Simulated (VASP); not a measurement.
# AlN (P6_3mc) in VASP: a series of runs

The runs below take AlN through single point, with PBE.

Program: VASP 6.6.1. These are calculated values, not measurements. Logs are shortened: lines on timing, memory, paths and dates and some standing lists are left out, and cuts for length are marked.

## (1) The cell of the first run

The structure is hexagonal, space group P6_3mc (No. 186). The conventional cell has a = 3.064 Å, b = 3.064 Å, c = 4.829 Å, α = 90.00°, β = 90.00°, γ = 120.00°. Within 2.5 Å of Al (site symmetry 3m) lie 4 N at 1.85 to 1.86 Å. N (site symmetry 3m) has 4 Al at 1.85 to 1.86 Å within 2.5 Å.

## (2) Single point, PBE (strain -0.015 along x and y, -0.030 along z)

The input, INCAR:

```
ALGO     = Normal         # electronic algorithm
EDIFF    = 1E-7           # SCF threshold, eV
ENCUT    = 520            # plane-wave cutoff, eV
GGA      = PE             # functional
ISIF     = 2              # what is computed and relaxed
ISMEAR   = 0              # smearing method
LASPH    = True           # aspherical terms in the spheres
LCHARG   = False          # write CHGCAR
LREAL    = False          # projectors in reciprocal space
LWAVE    = False          # write WAVECAR
NBANDS   = 16             # bands
NELM     = 100            # most SCF steps
PREC     = Accurate       # precision mode
SIGMA    = 0.05           # smearing width, eV
```

The input, KPOINTS:

```
k-points
0
Gamma
  12 12 6
```

The input, POSCAR:

```
AlN
1.0
    3.0643371193      0.0000000000      0.0000000000
   -1.5321685597      2.6537937911      0.0000000000
    0.0000000000      0.0000000000      4.8286600000
Al N
2 2
Direct
    0.3333333333      0.6666666667      0.0000000000
    0.6666666667      0.3333333333      0.5000000000
    0.3333333333      0.6666666667      0.3850000000
    0.6666666667      0.3333333333      0.8850000000
```

Potentials or basis: VASP PAW PBE potentials, release 64 (Al, N).

Command:

```console
$ cat potpaw_PBE.64/Al/POTCAR potpaw_PBE.64/N/POTCAR > POTCAR
$ mpirun -np 1 vasp_std > vasp.out
```

OUTCAR:

```text
EDIFF = 1E-7
   ENCUT = 520
   GGA = PE
   ISIF = 2
   ISMEAR = 0
   LASPH = True
   LREAL = False
   NELM = 100
   PREC = Accurate

 ion  position               nearest neighbor table
   1  0.333  0.667  0.000-   4 1.85   4 1.85   4 1.85   3 1.86   2 2.99   2 2.99   2 2.99   2 2.99
                             2 2.99   2 2.99
   2  0.667  0.333  0.500-   3 1.85   3 1.85   3 1.85   4 1.86   1 2.99   1 2.99   1 2.99   1 2.99
                             1 2.99   1 2.99
   3  0.333  0.667  0.385-   2 1.85   2 1.85   2 1.85   1 1.86
   4  0.667  0.333  0.885-   1 1.85   1 1.85   1 1.85   2 1.86

  LATTYP: Found a hexagonal cell.
 ALAT       =     3.0643371193
 C/A-ratio  =     1.5757600460

  Lattice vectors:

 A1 = (   3.0643371193,   0.0000000000,   0.0000000000)
 A2 = (  -1.5321685597,   2.6537937911,   0.0000000000)
 A3 = (   0.0000000000,   0.0000000000,   4.8286600000)

Analysis of symmetry for initial positions (statically):
=====================================================================
 Subroutine PRICEL returns:
 Original cell was already a primitive cell.

 Routine SETGRP: Setting up the symmetry group for a
 hexagonal supercell.

 Subroutine GETGRP returns: Found 12 space group operations
 (whereof  6 operations were pure point group operations)
 out of a pool of 24 trial point group operations.

The static configuration has the point symmetry C_3v.
 The point group associated with its full space group is C_6v.

Analysis of symmetry for dynamics (positions and initial velocities):
=====================================================================
 Subroutine PRICEL returns:
 Original cell was already a primitive cell.

 Routine SETGRP: Setting up the symmetry group for a
 hexagonal supercell.

 Subroutine GETGRP returns: Found 12 space group operations
 (whereof  6 operations were pure point group operations)
 out of a pool of 24 trial point group operations.

The dynamic configuration has the point symmetry C_3v.
 The point group associated with its full space group is C_6v.

 Subroutine INISYM returns: Found 12 space group operations
 (whereof  6 operations are pure point group operations),
 and found     1 'primitive' translations

----------------------------------------------------------------------------------------

                                     Primitive cell

  volume of cell :      39.2672

  direct lattice vectors                    reciprocal lattice vectors
     3.064337119  0.000000000  0.000000000     0.326334852  0.188409515  0.000000000
    -1.532168560  2.653793791  0.000000000     0.000000000  0.376819029  0.000000000
     0.000000000  0.000000000  4.828660000     0.000000000  0.000000000  0.207096793

  length of vectors
     3.064337119  3.064337119  4.828660000     0.376819029  0.376819029  0.207096793

  position of ions in fractional coordinates (direct lattice)
     0.333333333  0.666666667  0.000000000
     0.666666667  0.333333333  0.500000000
     0.333333333  0.666666667  0.385000000
     0.666666667  0.333333333  0.885000000

  ion indices of the primitive-cell ions
   primitive index   ion index
                 1           1
                 2           2
                 3           3
                 4           4

----------------------------------------------------------------------------------------

 KPOINTS: k-points

Automatic generation of k-mesh.
 Grid dimensions read from file:
 generate k-points for:   12   12    6

 Generating k-lattice:

  Cartesian coordinates                     Fractional coordinates (reciprocal lattice)
     0.027194571  0.015700793  0.000000000     0.083333333  0.000000000  0.000000000
     0.000000000  0.031401586  0.000000000     0.000000000  0.083333333  0.000000000
     0.000000000  0.000000000  0.034516132     0.000000000  0.000000000  0.166666667

  Length of vectors
     0.031401586  0.031401586  0.034516132

  Shift w.r.t. Gamma in fractional coordinates (k-lattice)
     0.000000000  0.000000000  0.000000000

 Subroutine IBZKPT returns following result:
[... 47 lines left out ...]

 E-fermi :   7.0715     XC(G=0): -11.1819

 val. band max:        6.8745836524   @ k =   0.0000   0.0000   0.0000
 cond. band min:      11.5399574748   @ k =   0.0000   0.0000   0.0000
 fundamental gap:      4.6653738224
 Fermi energy:         7.0715370044

 k-point     1 :       0.0000    0.0000    0.0000
  band No.  band energies     occupation
      1      -8.8066      2.00000
      2      -6.3897      2.00000
      3       0.5478      2.00000
      4       5.7828      2.00000
      5       5.7828      2.00000
      6       6.4948      2.00000
[... 8 lines left out ...]
     15      20.4035      0.00000
     16      20.8224      0.00000

 k-point     2 :       0.0833    0.0000    0.0000
  band No.  band energies     occupation
      1      -8.7126      2.00000
      2      -6.3378      2.00000
      3       0.6566      2.00000
      4       5.3648      2.00000
      5       5.6595      2.00000
      6       6.0962      2.00000
[... 8 lines left out ...]
     15      20.4770      0.00000
     16      20.5702      0.00000

 k-point     3 :       0.1667    0.0000    0.0000
  band No.  band energies     occupation
      1      -8.4385      2.00000
      2      -6.1966      2.00000
      3       0.9777      2.00000
      4       4.3414      2.00000
      5       5.2271      2.00000
      6       5.3721      2.00000
[... 8 lines left out ...]
     15      19.7877      0.00000
     16      19.8995      0.00000

 k-point     4 :       0.2500   -0.0000    0.0000
  band No.  band energies     occupation
      1      -8.0099      2.00000
      2      -6.0122      2.00000
      3       1.4922      2.00000
      4       3.1390      2.00000
      5       4.2526      2.00000
      6       5.0445      2.00000
[... 8 lines left out ...]
     15      19.6096      0.00000
     16      20.4106      0.00000
[... 324 lines left out ...]
 k-point    22 :       0.1667    0.0000    0.1667
  band No.  band energies     occupation
      1      -8.3263      2.00000
      2      -6.4104      2.00000
      3       1.3076      2.00000
      4       4.4267      2.00000
      5       4.9885      2.00000
      6       5.4346      2.00000
[... 8 lines left out ...]
     15      19.8345      0.00000
     16      20.1107      0.00000

 k-point    23 :       0.2500   -0.0000    0.1667
  band No.  band energies     occupation
      1      -7.9053      2.00000
      2      -6.1906      2.00000
      3       1.6452      2.00000
      4       3.3350      2.00000
      5       4.0520      2.00000
      6       5.1169      2.00000
[... 8 lines left out ...]
     15      19.7951      0.00000
     16      20.5224      0.00000

 k-point    24 :       0.3333    0.0000    0.1667
  band No.  band energies     occupation
      1      -7.3882      2.00000
      2      -5.9940      2.00000
      3       1.6321      2.00000
      4       2.7042      2.00000
      5       3.3302      2.00000
      6       4.8404      2.00000
[... 8 lines left out ...]
     15      19.9129      0.00000
     16      21.5836      0.00000

 [... further k-points ...]
[... 5 lines left out ...]
  --------------------------------------------------------------------------------------
  -------------------------------------------------------------------------------------
  Total        4.0738698      4.0738698      4.9730838     -0.0000000      0.0000000      0.0000000
  in kB      166.2215717    166.2215717    202.9111987     -0.0000000      0.0000000      0.0000000
  external PRESSURE =     178.4514474 kB  Pullay stress =       0.0000000 kB

 VOLUME and BASIS-vectors are now :
 -----------------------------------------------------------------------------
  energy-cutoff  :      520.00
  volume of cell :       39.27
      direct lattice vectors                 reciprocal lattice vectors
     3.064337119  0.000000000  0.000000000     0.326334852  0.188409515  0.000000000
    -1.532168560  2.653793791  0.000000000     0.000000000  0.376819029  0.000000000
     0.000000000  0.000000000  4.828660000     0.000000000  0.000000000  0.207096793

 POSITION                                       TOTAL-FORCE (eV/Angst)
 -----------------------------------------------------------------------------------
     -0.00000      1.76920      0.00000        -0.000000     -0.000000     -0.062351
      1.53217      0.88460      2.41433         0.000000      0.000000     -0.062351
     -0.00000      1.76920      1.85903         0.000000      0.000000      0.062351
      1.53217      0.88460      4.27336        -0.000000      0.000000      0.062351
 -----------------------------------------------------------------------------------
    total drift:                               -0.000000      0.000000     -0.000442

  FREE ENERGIE OF THE ION-ELECTRON SYSTEM (eV)
  ---------------------------------------------------
  free  energy   TOTEN  =       -29.6042844173 eV

  energy  without entropy=      -29.6042844173  energy(sigma->0) =      -29.60428442
```

Wall time 23 s (1 thread of Intel Xeon 6975P-C (Granite Rapids), shared host); peak memory 0.17 GiB.

What came out:

```
Free energy            : -29.6043 eV
Pressure               : 17.8 GPa
Largest force          : 0.062 eV/Å
Band gap on the k mesh : 4.67 eV, direct
```

Forces in eV/Å, atoms in the order of the input:
```
Al   0.000  0.000 -0.062
Al   0.000  0.000 -0.062
N    0.000  0.000  0.062
N    0.000  0.000  0.062
```

Caveat: the cell differs from its parent crystal (strain -0.015 along x and y, -0.030 along z).

## (3) Single point, PBE (strain -0.030 along x and y, +0.015 along z)

The input, INCAR:

```
PREC = Accurate
ENCUT = 520
EDIFF = 1E-7
ISMEAR = 0
SIGMA = 0.05
LREAL = False
LASPH = True
NELM = 100
ALGO = Normal
ISIF = 2
LWAVE = False
LCHARG = False
GGA = PE
NBANDS = 16
```

The input, KPOINTS:

```
regular mesh
0
Gamma
  12 12 6
```

The input, POSCAR:

```
AlN
1.0
    3.0176720870      0.0000000000      0.0000000000
   -1.5088360435      2.6133806877      0.0000000000
    0.0000000000      0.0000000000      5.0526700000
Al N
2 2
Direct
    0.3333333333      0.6666666667      0.0000000000
    0.6666666667      0.3333333333      0.5000000000
    0.3333333333      0.6666666667      0.3850000000
    0.6666666667      0.3333333333      0.8850000000
```

Potentials or basis: VASP PAW PBE potentials, release 64 (Al, N).

Command:

```console
$ cat potpaw_PBE.64/Al/POTCAR potpaw_PBE.64/N/POTCAR > POTCAR
$ mpirun -np 1 vasp_std > vasp.out
```

Wall time 20 s (1 thread of Intel Xeon 6975P-C (Granite Rapids), shared host); peak memory 0.17 GiB.

The run converged. Its results:

```
Free energy            : -29.5646 eV
Pressure               : 15.7 GPa
Largest force          : 0.733 eV/Å
Band gap on the k mesh : 4.66 eV, direct
```

Forces on the atoms (eV/Å):
```
Al   0.000  0.000  0.733
Al   0.000  0.000  0.733
N    0.000  0.000 -0.733
N    0.000  0.000 -0.733
```

Stress tensor (GPa, compression positive):
```
23.40  0.00  0.00
 0.00 23.40  0.00
 0.00  0.00  0.39
```

Levels at points of the mesh, in eV from the valence-band top:
```
           k point  band 4  band 5  band 6  band 7  band 8  band 9  band 10  band 11  band 12  band 13
(0.00, 0.00, 0.00)   -0.61   -0.61   -0.07   -0.07    0.00    4.66     7.67    10.93    12.06    12.06
(0.50, 0.00, 0.00)   -4.33   -3.28   -1.87   -1.69   -0.63    5.77     6.35     8.69    10.60    11.51
(0.00, 0.00, 0.50)   -3.47   -0.35   -0.35   -0.35   -0.35    7.20     7.20    10.66    10.66    12.38
(0.50, 0.00, 0.50)   -5.64   -1.38   -1.38   -1.31   -1.31    5.45     5.45     9.60     9.60    12.30
```

Caveat: the cell differs from its parent crystal (strain -0.030 along x and y, +0.015 along z). A k mesh can miss the band edges.

## (4) Single point, PBE (strain -0.015 along x and y, -0.015 along z)

The input, INCAR:

```
SYSTEM = AlN
PREC = Accurate
ENCUT = 520
EDIFF = 1E-6
ISMEAR = 0
SIGMA = 0.05
LREAL = .False.
LASPH = .True.
NELM = 80
ALGO = Normal
ISIF = 2
LWAVE = .False.
LCHARG = .True.
GGA = PE
LELF = .True.
LVHAR = .True.
NBANDS = 16
```

The input, KPOINTS:

```
regular mesh
0
Gamma
  12 12 6
  0 0 0
```

The input, POSCAR:

```
AlN
1.0
    3.0643371193      0.0000000000      0.0000000000
   -1.5321685597      2.6537937911      0.0000000000
    0.0000000000      0.0000000000      4.9033300000
Al N
2 2
Direct
    0.3333333333      0.6666666667      0.0000000000
    0.6666666667      0.3333333333      0.5000000000
    0.3333333333      0.6666666667      0.3850000000
    0.6666666667      0.3333333333      0.8850000000
```

Command:

```console
$ cat potpaw_PBE.64/Al/POTCAR potpaw_PBE.64/N/POTCAR > POTCAR
$ mpirun -np 1 vasp_std > vasp.out
```

It took 21 s on 1 thread of Intel Xeon 6975P-C (Granite Rapids), shared host; peak memory 0.17 GiB.

The run converged. Its results:

```yaml
Free_energy: -29.6657 eV
Pressure: 14.2 GPa
Largest_force: 0.184 eV/Å
Band_gap_on_the_k_mesh: 4.57 eV, direct
```

Forces in eV/Å, atoms in the order of the input:
```
Al   0.000  0.000  0.184
Al   0.000  0.000  0.184
N    0.000  0.000 -0.184
N    0.000  0.000 -0.184
```

Stress tensor (GPa, compression positive):
```
15.19  0.00  0.00
 0.00 15.19  0.00
 0.00  0.00 12.10
```

Levels at points of the mesh, in eV from the valence-band top:
```tsv
k point	band 6	band 7	band 8	band 9	band 10	band 11
(0.00, 0.00, 0.00)	-0.31	-0.31	0.00	4.57	7.02	10.98
(0.50, 0.00, 0.00)	-2.23	-1.87	-0.78	5.88	5.93	8.53
(0.00, 0.00, 0.50)	-0.65	-0.65	-0.65	6.84	6.84	10.66
(0.50, 0.00, 0.50)	-1.58	-1.44	-1.44	5.43	5.43	9.47
```

Caveat: the cell differs from its parent crystal (strain -0.015 along x and y, -0.015 along z). A k mesh can miss the band edges.

## (5) Single point, PBE (strain -0.030 along x and y, +0.030 along z)

The input, INCAR:

```
SYSTEM = AlN
ALGO     = Normal         ! electronic algorithm
EDIFF    = 1E-6           ! SCF threshold, eV
ENCUT    = 520            ! plane-wave cutoff, eV
GGA      = PE             ! functional
ISIF     = 2              ! what is computed and relaxed
ISMEAR   = 0              ! smearing method
LASPH    = .TRUE.         ! aspherical terms in the spheres
LCHARG   = .FALSE.        ! write CHGCAR
LREAL    = .FALSE.        ! projectors in reciprocal space
LWAVE    = .FALSE.        ! write WAVECAR
NBANDS   = 16             ! bands
NELM     = 100            ! most SCF steps
PREC     = Accurate       ! precision mode
SIGMA    = 0.05           ! smearing width, eV
```

The input, KPOINTS:

```
k-points
0
G
  12 12 6
  0 0 0
```

The input, POSCAR:

```
AlN
1.0
    3.0176720870      0.0000000000      0.0000000000
   -1.5088360435      2.6133806877      0.0000000000
    0.0000000000      0.0000000000      5.1273400000
Al N
2 2
Direct
    0.3333333333      0.6666666667      0.0000000000
    0.6666666667      0.3333333333      0.5000000000
    0.3333333333      0.6666666667      0.3850000000
    0.6666666667      0.3333333333      0.8850000000
```

Command:

```console
$ cat potpaw_PBE.64/Al/POTCAR potpaw_PBE.64/N/POTCAR > POTCAR
$ mpirun -np 1 vasp_std > vasp.out
```

Wall time 23 s (1 thread of Intel Xeon 6975P-C (Granite Rapids), shared host); peak memory 0.17 GiB.

Results (log left out):

* Free energy: -29.5549 eV
* Pressure: 12.8 GPa
* Largest force: 0.816 eV/Å
* Band gap on the k mesh: 4.53 eV, direct

Forces on the atoms (eV/Å):
```
Al   0.000  0.000  0.816
Al   0.000  0.000  0.816
N    0.000  0.000 -0.816
N    0.000  0.000 -0.816
```

Stress tensor (GPa, compression positive):
```
22.03  0.00  0.00
 0.00 22.03  0.00
 0.00  0.00 -5.71
```

Levels at points of the mesh, in eV from the valence-band top:
```tsv
k point	band 6	band 7	band 8	band 9	band 10	band 11
(0.00, 0.00, 0.00)	-0.01	0.00	0.00	4.53	7.74	10.77
(0.50, 0.00, 0.00)	-1.75	-1.62	-0.59	5.71	6.42	8.59
(0.00, 0.00, 0.50)	-0.26	-0.26	-0.26	7.15	7.15	10.53
(0.50, 0.00, 0.50)	-1.35	-1.22	-1.22	5.39	5.39	9.55
```

Caveat: the cell differs from its parent crystal (strain -0.030 along x and y, +0.030 along z). A k mesh can miss the band edges.

## (6) Single point, PBE (strain +0.000 along x and y, -0.030 along z)

The input, INCAR:

```
SYSTEM = AlN
  ALGO = Normal
  EDIFF = 1E-6
  ENCUT = 520
  GGA = PE
  ISIF = 2
  ISMEAR = 0
  LASPH = .TRUE.
  LCHARG = .FALSE.
  LREAL = .FALSE.
  LWAVE = .FALSE.
  NBANDS = 16
  NELM = 100
  PREC = Accurate
  SIGMA = 0.05
```

KPOINTS is that of step 5.

The input, POSCAR:

```
AlN
1.0
    3.1110021516      0.0000000000      0.0000000000
   -1.5555010758      2.6942068945      0.0000000000
    0.0000000000      0.0000000000      4.8286600000
Al N
2 2
Direct
    0.3333333333      0.6666666667      0.0000000000
    0.6666666667      0.3333333333      0.5000000000
    0.3333333333      0.6666666667      0.3850000000
    0.6666666667      0.3333333333      0.8850000000
```

Potentials or basis: VASP PAW PBE potentials, release 64 (Al, N).

Command:

```console
$ cat potpaw_PBE.64/Al/POTCAR potpaw_PBE.64/N/POTCAR > POTCAR
$ mpirun -np 1 vasp_std > vasp.out
```

It took 20 s on 1 thread of Intel Xeon 6975P-C (Granite Rapids), shared host; peak memory 0.17 GiB.

Results (log left out):

- Free energy: -29.6917 eV
- Pressure: 10.3 GPa
- Largest force: 0.268 eV/Å
- Band gap on the k mesh: 4.35 eV, direct

Forces in eV/Å, atoms in the order of the input:
```
Al   0.000  0.000 -0.268
Al   0.000  0.000 -0.268
N    0.000  0.000  0.268
N    0.000  0.000  0.268
```

Stress tensor (GPa, compression positive):
```
 6.74  0.00  0.00
 0.00  6.74  0.00
 0.00  0.00 17.36
```

Levels at points of the mesh, in eV from the valence-band top:
```tsv
k point	band 5	band 6	band 7	band 8	band 9	band 10	band 11	band 12
(0.00, 0.00, 0.00)	-1.18	-0.43	-0.43	0.00	4.35	6.50	10.91	10.93
(0.50, 0.00, 0.00)	-3.56	-2.43	-1.94	-0.84	5.62	5.96	8.29	10.40
(0.00, 0.00, 0.50)	-0.81	-0.81	-0.81	-0.81	6.48	6.48	10.57	10.57
(0.50, 0.00, 0.50)	-1.73	-1.73	-1.43	-1.43	5.37	5.37	9.35	9.35
```

Caveat: the cell differs from its parent crystal (strain +0.000 along x and y, -0.030 along z). A k mesh can miss the band edges.

## (7) Overview

| cell | gap on the mesh (eV) | pressure (GPa) | largest force (eV/Å) |
| --- | --- | --- | --- |
| a = 3.064, b = 3.064, c = 4.829 Å, angles 90.0, 90.0, 120.0°, 4 atoms | 4.67 | 17.8 | 0.06 |
| a = 3.018, b = 3.018, c = 5.053 Å, angles 90.0, 90.0, 120.0°, 4 atoms | 4.66 | 15.7 | 0.73 |
| a = 3.064, b = 3.064, c = 4.903 Å, angles 90.0, 90.0, 120.0°, 4 atoms | 4.57 | 14.2 | 0.18 |
| a = 3.018, b = 3.018, c = 5.127 Å, angles 90.0, 90.0, 120.0°, 4 atoms | 4.53 | 12.8 | 0.82 |
| a = 3.111, b = 3.111, c = 4.829 Å, angles 90.0, 90.0, 120.0°, 4 atoms | 4.35 | 10.3 | 0.27 |

Alike in all rows: task single point; level PBE; potentials or basis VASP PAW PBE potentials, release 64 (Al, N); no spin polarisation; k mesh 12 × 12 × 6; cutoff (eV) 520; smearing gaussian 0.05 eV.

Total energies depend on the potentials used, so only differences within one code and one set of settings carry meaning.
